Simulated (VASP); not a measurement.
# Ir (Im-3m) in VASP: further runs

The runs below take Ir through single point, relaxation of cell and atoms, with PBEsol.

Everything below comes from runs of VASP 6.6.1. Logs are shortened: lines on timing, memory, paths and dates and some standing lists are left out, and cuts for length are marked.

## Step 1: The cell of the first run

Symmetry: Im-3m, No. 229, cubic system. The conventional cell has a = 3.157 Å, b = 3.157 Å, c = 3.157 Å, α = 90.00°, β = 90.00°, γ = 90.00°. Ir (site symmetry m-3m) has 14 Ir at 2.73 to 3.16 Å within 3.6 Å.

## Step 2: Single point, PBEsol (volume scaled by 1.08)

The input, INCAR:

```
SYSTEM = Ir
PREC = Accurate ; ENCUT = 520
EDIFF = 1E-6 ; ISMEAR = -1
SIGMA = 0.1 ; LREAL = .FALSE.
LASPH = .TRUE. ; NELM = 100
ALGO = Normal ; ISIF = 2
LWAVE = .FALSE. ; LCHARG = .FALSE.
GGA = PS ; NBANDS = 10
```

The input, KPOINTS:

```
Automatic mesh
0
G
  16 16 16
  0 0 0
```

The input, POSCAR:

```
Ir
1.0
   -1.5786142547      1.5786142547      1.5786142547
    1.5786142547     -1.5786142547      1.5786142547
    1.5786142547      1.5786142547     -1.5786142547
Ir
1
Direct
    0.0000000000      0.0000000000      0.0000000000
```

Potentials or basis: VASP PAW PBE potentials, release 64 (Ir).

Command:

```console
> cat potpaw_PBE.64/Ir/POTCAR > POTCAR
> mpirun -np 1 vasp_std > vasp.out
```

OUTCAR:

```text
SYSTEM = Ir
   PREC = Accurate
   ENCUT = 520
   EDIFF = 1E-6
   ISMEAR = -1
   LREAL = .FALSE.
   LASPH = .TRUE.
   NELM = 100
   ISIF = 2
   GGA = PS

 ion  position               nearest neighbor table
   1  0.000  0.000  0.000-

  LATTYP: Found a body centered cubic cell.
 ALAT       =     3.1572285094

  Lattice vectors:

 A1 = (  -1.5786142547,   1.5786142547,   1.5786142547)
 A2 = (   1.5786142547,  -1.5786142547,   1.5786142547)
 A3 = (   1.5786142547,   1.5786142547,  -1.5786142547)

Analysis of symmetry for initial positions (statically):
=====================================================================
 Subroutine PRICEL returns:
 Original cell was already a primitive cell.

 Routine SETGRP: Setting up the symmetry group for a
 body centered cubic supercell.

 Subroutine GETGRP returns: Found 48 space group operations
 (whereof 48 operations were pure point group operations)
 out of a pool of 48 trial point group operations.

The static configuration has the point symmetry O_h .

Analysis of symmetry for dynamics (positions and initial velocities):
=====================================================================
 Subroutine PRICEL returns:
 Original cell was already a primitive cell.

 Routine SETGRP: Setting up the symmetry group for a
 body centered cubic supercell.

 Subroutine GETGRP returns: Found 48 space group operations
 (whereof 48 operations were pure point group operations)
 out of a pool of 48 trial point group operations.

The dynamic configuration has the point symmetry O_h .

 Subroutine INISYM returns: Found 48 space group operations
 (whereof 48 operations are pure point group operations),
 and found     1 'primitive' translations

----------------------------------------------------------------------------------------

                                     Primitive cell

  volume of cell :      15.7358

  direct lattice vectors                    reciprocal lattice vectors
    -1.578614255  1.578614255  1.578614255     0.000000000  0.316733489  0.316733489
     1.578614255 -1.578614255  1.578614255     0.316733489  0.000000000  0.316733489
     1.578614255  1.578614255 -1.578614255     0.316733489  0.316733489  0.000000000

  length of vectors
     2.734240095  2.734240095  2.734240095     0.447928795  0.447928795  0.447928795

  position of ions in fractional coordinates (direct lattice)
     0.000000000  0.000000000  0.000000000

  ion indices of the primitive-cell ions
   primitive index   ion index
                 1           1

----------------------------------------------------------------------------------------

 KPOINTS: Automatic mesh

Automatic generation of k-mesh.
 Grid dimensions read from file:
 generate k-points for:   16   16   16

 Generating k-lattice:

  Cartesian coordinates                     Fractional coordinates (reciprocal lattice)
     0.000000000  0.019795843  0.019795843     0.062500000  0.000000000  0.000000000
     0.019795843  0.000000000  0.019795843     0.000000000  0.062500000  0.000000000
     0.019795843  0.019795843  0.000000000     0.000000000  0.000000000  0.062500000

  Length of vectors
     0.027995550  0.027995550  0.027995550

  Shift w.r.t. Gamma in fractional coordinates (k-lattice)
     0.000000000  0.000000000  0.000000000

 Subroutine IBZKPT returns following result:
 ===========================================

 Found    145 irreducible k-points:

 Following reciprocal coordinates:
            Coordinates               Weight
  0.000000  0.000000  0.000000      1.000000
  0.062500  0.000000  0.000000     12.000000
  0.125000  0.000000  0.000000     12.000000
  0.187500  0.000000  0.000000     12.000000
  0.250000  0.000000  0.000000     12.000000
  0.312500  0.000000  0.000000     12.000000
[... 16 lines left out ...]
  0.187500  0.187500  0.000000     24.000000
  0.250000  0.187500  0.000000     48.000000
 [... further k-points ...]
   k-points           NKPTS =    145   k-points in BZ     NKDIM =    145   number of bands    NBANDS=     10
   number of dos      NEDOS =    301   number of ions     NIONS =      1
   total plane-waves  NPLWV =   8000
   dimension x,y,z NGX =    20 NGY =   20 NGZ =   20
   dimension x,y,z NGXF=    40 NGYF=   40 NGZF=   40
   ions per type =               1
   NGX,Y,Z   is equivalent  to a cutoff of  12.16, 12.16, 12.16 a.u.
   NGXF,Y,Z  is equivalent  to a cutoff of  24.32, 24.32, 24.32 a.u.
 SYSTEM =  Ir
   PREC   = accura    normal or accurate (medium, high low for compatibility)
   ISTART =      0    job   : 0-new  1-cont  2-samecut
   ICHARG =      2    charge: 1-file 2-atom 10-const
   ISPIN  =      1    spin polarized calculation?
   LNONCOLLINEAR =      F non collinear calculations
   LSORBIT =      F    spin-orbit coupling
   LASPH  =      T    aspherical Exc in radial PAW
   ENCUT  =  520.0 eV  38.22 Ry    6.18 a.u.   5.08  5.08  5.08*2*pi/ulx,y,z
   NELM   =    100;   NELMIN=  2; NELMDL= -5     # of ELM steps
   EDIFF  = 0.1E-05   stopping-criterion for ELM
   LREAL  =      F    real-space projection
   EDIFFG = 0.1E-04   stopping-criterion for IOM
   NSW    =      0    number of steps for IOM
   IBRION =     -1    ionic relax: 0-MD 1-quasi-New 2-CG
   NFREE  =      0    steps in history (QN), initial steepest desc. (CG)
   ISIF   =      2    stress and relaxation
   ISYM   =      2    0-nonsym 1-usesym 2-fastsym
   POTIM  = 0.5000    time-step for ionic-motion
   TEBEG  =    0.0;   TEEND  =   0.0 temperature during run
   PSTRESS=    0.0 pullay stress
   NELECT =       9.0000    total number of electrons
   NUPDOWN=      -1.0000    fix difference up-down
   EMIN   =  10.00;   EMAX   =-10.00  energy-range for DOS
   EFERMI =   0.00;   METHOD = LEGACY
   ISMEAR =    -1;   SIGMA  =   0.10  broadening in eV -4-tet -1-fermi 0-gaus
   EFERMI_NEDOS =   21; number of points for ismear=-14 and -15
   IALGO  =     38    algorithm
   IMIX   =      4    mixing-type and parameters
     AMIX     =   0.40;   BMIX     =  1.00
     AMIX_MAG =   1.60;   BMIX_MAG =  1.00
  volume/ion in A,a.u.               =      15.74       106.19
  Fermi-wavevector in a.u.,A,eV,Ry     =   1.358917  2.567981 25.125278  1.846656
  Thomas-Fermi vector in A             =   2.485710
   LORBIT       =      0    0 simple, 1 ext, 2 COOP (PROOUT), +10 PAW based schemes
   GGA     = PS    functional components
   LHFCALC =     F    Hartree Fock is set to
   AEXX    =    0.0000 exact exchange contribution
   IVDW    =     0    specifies the selected vdW correction
   LEPSILON=     F    determine dielectric tensor
   LRPA    =     F    only Hartree local field effects (RPA)
 non-spin polarized calculation
  energy-cutoff  :      520.00
  volume of cell :       15.74
 maximum number of plane-waves:       438
   NGX = 11   NGY = 11   NGZ = 11

 number of electron       8.9999999 magnetization

 Free energy of the ion-electron system (eV)
  ---------------------------------------------------
  ext. energy  EPLUGINS =         0.00000000
  ---------------------------------------------------
  free energy    TOTEN  =        -9.10335415 eV

  energy without entropy =       -9.02148041  energy(sigma->0) =       -9.06241728

 E-fermi :   8.2815     XC(G=0): -13.4678

 val. band max:        8.2807615414   @ k =   0.2500   0.1875   0.0000
 cond. band min:       8.2841369307   @ k =   0.2500   0.2500   0.0625
 fundamental gap:      0.0033753893
 Fermi energy:         8.2815056920

 k-point     1 :       0.0000    0.0000    0.0000
  band No.  band energies     occupation
      1      -1.5750      2.00000
      2       5.0952      2.00000
      3       5.0952      2.00000
      4       5.0952      2.00000
      5       7.8333      1.97764
      6       7.8333      1.97764
      7      25.1646      0.00000
      8      25.1646      0.00000
      9      25.1646      0.00000
     10      35.1039      0.00000

 k-point     2 :       0.0625    0.0000    0.0000
  band No.  band energies     occupation
      1      -1.4101      2.00000
      2       5.0226      2.00000
      3       5.0916      2.00000
      4       5.2365      2.00000
      5       7.7357      1.99151
      6       7.8383      1.97650
      7      25.2520      0.00000
      8      25.3431      0.00000
      9      25.4166      0.00000
     10      33.3328      0.00000

 k-point     3 :       0.1250    0.0000    0.0000
  band No.  band energies     occupation
      1      -0.9335      2.00000
      2       4.8218      2.00000
      3       5.0639      2.00000
      4       5.6528      2.00000
      5       7.5210      1.99900
      6       7.8568      1.97178
      7      25.3726      0.00000
      8      25.6063      0.00000
      9      26.1479      0.00000
     10      31.5976      0.00000

 k-point     4 :       0.1875    0.0000    0.0000
  band No.  band energies     occupation
      1      -0.2103      2.00000
      2       4.5360      2.00000
      3       4.9986      2.00000
      4       6.3202      2.00000
      5       7.3582      1.99980
      6       7.8964      1.95835
      7      25.0464      0.00000
      8      25.0937      0.00000
      9      27.2896      0.00000
     10      30.9032      0.00000
[... 222 lines left out ...]
 k-point    22 :       0.4375    0.1250    0.0000
  band No.  band energies     occupation
      1       1.9645      2.00000
      2       3.5966      2.00000
      3       6.6006      2.00000
      4       7.5834      1.99814
      5       8.7504      0.01822
      6      11.7899      0.00000
      7      15.0998      0.00000
      8      21.2614      0.00000
      9      23.4675      0.00000
     10      32.2409      0.00000

 k-point    23 :       0.1875    0.1875    0.0000
  band No.  band energies     occupation
      1       1.7709      2.00000
      2       4.1861      2.00000
      3       4.3708      2.00000
      4       7.1729      1.99997
      5       8.2113      1.33731
      6       9.0114      0.00135
      7      21.0895      0.00000
      8      23.1962      0.00000
      9      25.7830      0.00000
     10      28.4187      0.00000

 k-point    24 :       0.2500    0.1875    0.0000
  band No.  band energies     occupation
      1       2.2748      2.00000
      2       3.9587      2.00000
      3       4.6756      2.00000
      4       7.3288      1.99985
      5       8.2808      1.00372
      6      10.3092      0.00000
      7      18.9259      0.00000
      8      21.9964      0.00000
      9      24.8186      0.00000
     10      29.2658      0.00000

 [... further k-points ...]
[... 5 lines left out ...]
  --------------------------------------------------------------------------------------
  -------------------------------------------------------------------------------------
  Total       -2.0720713     -2.0720713     -2.0720713     -0.0000000     -0.0000000      0.0000000
  in kB     -210.9731680   -210.9731680   -210.9731680     -0.0000000     -0.0000000      0.0000000
  external PRESSURE =    -210.9731680 kB  Pullay stress =       0.0000000 kB

 VOLUME and BASIS-vectors are now :
 -----------------------------------------------------------------------------
  energy-cutoff  :      520.00
  volume of cell :       15.74
      direct lattice vectors                 reciprocal lattice vectors
    -1.578614255  1.578614255  1.578614255     0.000000000  0.316733489  0.316733489
     1.578614255 -1.578614255  1.578614255     0.316733489  0.000000000  0.316733489
     1.578614255  1.578614255 -1.578614255     0.316733489  0.316733489  0.000000000

 POSITION                                       TOTAL-FORCE (eV/Angst)
 -----------------------------------------------------------------------------------
      0.00000      0.00000      0.00000         0.000000      0.000000      0.000000
 -----------------------------------------------------------------------------------
    total drift:                                0.000000     -0.000000      0.000000

  FREE ENERGIE OF THE ION-ELECTRON SYSTEM (eV)
  ---------------------------------------------------
  free  energy   TOTEN  =        -9.1033541520 eV

  energy  without entropy=       -9.0214804141  energy(sigma->0) =       -9.06241728
```

Run time: 8.1 s. Hardware: 1 thread of Intel Xeon 6975P-C (Granite Rapids), shared host; peak memory 0.14 GiB.

What came out:

- Free energy: -9.1034 eV
- Pressure: -21.1 GPa

Levels at points of the mesh, in eV from the Fermi level:
```
           k point  band 1  band 2  band 3  band 4  band 5  band 6  band 7  band 8
(0.00, 0.00, 0.00)   -9.86   -3.19   -3.19   -3.19   -0.45   -0.45   16.88   16.88
(0.50, 0.00, 0.00)   -6.74   -4.81   -0.63   -0.03    0.04    1.97    7.12   12.98
(0.50, 0.50, 0.50)   -6.22   -6.22    1.36    1.36    1.36    7.60    7.60    7.60
```

Caveat: the cell differs from its parent crystal (volume scaled by 1.08); the PAW data sets were made with another functional, which shifts forces and pressure a little; spin-orbit coupling is left out, which moves the levels of the heavy elements.

## Step 3: Single point, PBEsol (volume scaled by 1.12)

The input, INCAR:

```
  PREC = Accurate
  ENCUT = 520
  EDIFF = 1E-6
  ISMEAR = -1
  SIGMA = 0.1
  LREAL = F
  LASPH = T
  NELM = 100
  ALGO = Normal
  ISIF = 2
  LWAVE = F
  LCHARG = F
  GGA = PS
  NBANDS = 10
```

The input, KPOINTS:

```
regular mesh
0
Gamma
  16 16 16
```

The input, POSCAR:

```
Ir
1.0
   -1.5978675456      1.5978675456      1.5978675456
    1.5978675456     -1.5978675456      1.5978675456
    1.5978675456      1.5978675456     -1.5978675456
Ir
1
Direct
    0.0000000000      0.0000000000      0.0000000000
```

Potentials or basis: VASP PAW PBE potentials, release 64 (Ir).

Command:

```console
> cat potpaw_PBE.64/Ir/POTCAR > POTCAR
> mpirun -np 1 vasp_std > vasp.out
```

Run time: 8.8 s. Hardware: 1 thread of Intel Xeon 6975P-C (Granite Rapids), shared host; peak memory 0.15 GiB.

It converged, with:

```
Free energy : -9.0126 eV
Pressure    : -28.6 GPa
```

Levels at points of the mesh, in eV from the Fermi level:
| k point | band 1 | band 2 | band 3 | band 4 | band 5 | band 6 | band 7 | band 8 | band 9 |
| --- | --- | --- | --- | --- | --- | --- | --- | --- | --- |
| (0.00, 0.00, 0.00) | -9.51 | -3.01 | -3.01 | -3.01 | -0.42 | -0.42 | 16.84 | 16.84 | 16.84 |
| (0.50, 0.00, 0.00) | -6.41 | -4.55 | -0.60 | -0.03 | 0.12 | 1.85 | 6.76 | 12.93 | 15.71 |
| (0.50, 0.50, 0.50) | -5.87 | -5.87 | 1.28 | 1.28 | 1.28 | 7.48 | 7.48 | 7.48 | 12.81 |

Caveat: the cell differs from its parent crystal (volume scaled by 1.12); the PAW data sets were made with another functional, which shifts forces and pressure a little; spin-orbit coupling is left out, which moves the levels of the heavy elements.

## Step 4: Relaxation of cell and atoms, PBEsol

This run uses another cell than the first one, of 14.15 Å³/atom, 0.899 times its volume.

The input, INCAR:

```
PREC     = Accurate       # precision mode
ENCUT    = 600            # plane-wave cutoff, eV
EDIFF    = 1E-7           # SCF threshold, eV
ISMEAR   = -1             # smearing method
SIGMA    = 0.1            # smearing width, eV
LREAL    = False          # projectors in reciprocal space
LASPH    = True           # aspherical terms in the spheres
NELM     = 100            # most SCF steps
ALGO     = Normal         # electronic algorithm
ISIF     = 3              # what is computed and relaxed
LWAVE    = False          # write WAVECAR
LCHARG   = False          # write CHGCAR
GGA      = PS             # functional
IBRION   = 2              # ionic algorithm
NSW      = 80             # ionic steps
EDIFFG   = -0.01          # ionic threshold
```

The input, KPOINTS:

```
regular mesh
0
Gamma
  14 14 14
```

The input, POSCAR:

```
Ir
1.0
   -1.5236668997      1.5236668997      1.5236668997
    1.5236668997     -1.5236668997      1.5236668997
    1.5236668997      1.5236668997     -1.5236668997
Ir
1
Direct
    0.0000000000      0.0000000000      0.0000000000
```

Command:

```console
> cat potpaw_PBE.64/Ir/POTCAR > POTCAR
> mpirun -np 1 vasp_std > vasp.out
```

It took 16 s on 1 thread of Intel Xeon 6975P-C (Granite Rapids), shared host; peak memory 0.16 GiB.

It converged, with:

| Item | Value |
| --- | --- |
| Free energy | -9.1857 eV |
| Relaxed volume | 14.61 Å³/atom |
| Relaxed cell | a = 2.667 Å, b = 2.667 Å, c = 2.667 Å, α = 109.47°, β = 109.47°, γ = 109.47° |
| Space group after relaxing (to 0.05 Å) | Im-3m (No. 229) |
| Energy gained by relaxing | 16.5 meV/atom |
| Ionic steps | 4 |
| Pressure after relaxing | 0.0 GPa |

The path:
| step | energy change (eV) | largest force (eV/Å) | pressure (GPa) | volume (Å³) |
| --- | --- | --- | --- | --- |
| 1 | 0.0000 | 0.0000 | 11.92 | 14.15 |
| 2 | 0.1728 | 0.0000 | -29.75 | 16.42 |
| 3 | -0.0165 | 0.0000 | -0.59 | 14.63 |
| 4 | -0.0165 | 0.0000 | -0.03 | 14.61 |

Final structure:
```xyz
1
Lattice="-1.5400 1.5400 1.5400 1.5400 -1.5400 1.5400 1.5400 1.5400 -1.5400" Properties=species:S:1:pos:R:3 pbc="T T T"
Ir    0.0000    0.0000    0.0000
```

Levels at points of the mesh, in eV from the Fermi level:
```
           k point  band 2  band 3  band 4  band 5  band 6  band 7
(0.00, 0.00, 0.00)   -3.58   -3.58   -3.58   -0.53   -0.53   16.92
(0.50, 0.00, 0.00)   -5.40   -0.71   -0.12   -0.04    2.24    7.89
(0.50, 0.50, 0.50)   -7.00    1.53    1.53    1.53    7.85    7.85
```

Caveat: the PAW data sets were made with another functional, which shifts forces and pressure a little; spin-orbit coupling is left out, which moves the levels of the heavy elements.

## Step 5: Single point, PBEsol

This run uses another cell than the first one, of 14.57 Å³/atom, 0.926 times its volume.

The input, INCAR:

```
SYSTEM = Ir
PREC = Accurate ; ENCUT = 520
EDIFF = 1E-6 ; ISMEAR = -1
SIGMA = 0.1 ; LREAL = .False.
LASPH = .True. ; NELM = 80
ALGO = Normal ; ISIF = 2
LWAVE = .False. ; LCHARG = .False.
GGA = PS ; NBANDS = 10
```

The input, KPOINTS:

```
regular mesh
0
Gamma
  23 23 23
  0 0 0
```

The input, POSCAR:

```
Ir
1.0
   -1.5386320276      1.5386320276      1.5386320276
    1.5386320276     -1.5386320276      1.5386320276
    1.5386320276      1.5386320276     -1.5386320276
Ir
1
Direct
    0.0000000000      0.0000000000      0.0000000000
```

Command:

```console
> cat potpaw_PBE.64/Ir/POTCAR > POTCAR
> mpirun -np 1 vasp_std > vasp.out
```

Run time: 21 s. Hardware: 1 thread of Intel Xeon 6975P-C (Granite Rapids), shared host; peak memory 0.16 GiB.

The run converged. Its results:

```yaml
Free_energy: -9.1823 eV
Pressure: 1.0 GPa
```

Levels at points of the mesh, in eV from the Fermi level:
```csv
k point,band 2,band 3,band 4,band 5,band 6,band 7
"(0.00, 0.00, 0.00)",-3.60,-3.60,-3.60,-0.54,-0.54,16.92
```

Caveat: the PAW data sets were made with another functional, which shifts forces and pressure a little; spin-orbit coupling is left out, which moves the levels of the heavy elements.

[end of part 1 of 2]
